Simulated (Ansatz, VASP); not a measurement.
## One calculation of MgS, two programs

INCAR

```
SYSTEM = MgS
ALGO = Normal
EDIFF = 1E-7
EDIFFG = -0.002
ENCUT = 520
GGA = PS
GGA_COMPAT = .False.
IBRION = 2
ISIF = 2
ISMEAR = 0
LASPH = .True.
LCHARG = .False.
LREAL = .False.
LWAVE = .False.
NELM = 120
NELMIN = 4
NSW = 60
PREC = Accurate
SIGMA = 0.02
```

File KPOINTS:

```
k-points
0
Gamma
  6 6 6
  0 0 0
```

File POSCAR:

```
MgS
1.0
    0.0161950627      2.6009270768      2.5847320141
    2.6009270768      0.0161950627      2.5847320141
    2.6171221396      2.6171221396      0.0000000000
Mg S
1 1
Direct
    0.0000000000      0.0000000000      0.0000000000
    0.5000000000      0.5000000000      0.5000000000
```

Input for Ansatz:

```yaml
crystal:
  lattice:
    - [0.0161950627, 2.6009270768, 2.5847320141]
    - [2.6009270768, 0.0161950627, 2.5847320141]
    - [2.6171221396, 2.6171221396, 0.0]
  atoms:
    - { symbol: Mg, position: [0.0, 0.0, 0.0] }
    - { symbol: S, position: [0.5, 0.5, 0.5] }
basis:
  ecutwfc: 420
kpoints:
  mp_grid: { grid: [6, 6, 6] }
hamiltonian:
  xc: pbesol
  pseudopotentials: { kind: paw, azcp: { folder: soft_1 } }
scf:
  occupations: { method: gaussian, width: 0.02 }
output:
  forces: true
  stress: true
  eigenvalues: true
relax:
  adjacent_minimum: "off"
  f_tol: 0.002
  max_steps: 40
```

Change from the starting cell: strained cell.

Alike in both runs: task relaxation of the atoms; functional PBEsol; k mesh 6 × 6 × 6; occupations gaussian, width 0.02 eV; no spin polarisation.

```csv
,VASP,Ansatz
version,VASP 6.6.1,Ansatz 0.2.0
potentials or method,"VASP PAW PBE potentials, release 64 (Mg, S), cutoff 520 eV","scalar-relativistic, plane waves, PAW"
valence electrons in the cell,8,16
```

```tsv
	VASP	Ansatz	Ansatz less VASP
gap on the k mesh at the Fermi level, each at its own relaxed structure (eV)	2.62	2.62	0.000
```

VASP's potentials were made for PBE, not for PBEsol, and Ansatz warns of the same on its side. VASP's potentials hold 8 valence electrons a cell and Ansatz's 16, so a difference there can come from the potentials and not from the codes. Ansatz's warnings: stress scf threshold loose.

Noted on VASP's run: the relaxation stopped at its first step, so nothing moved.
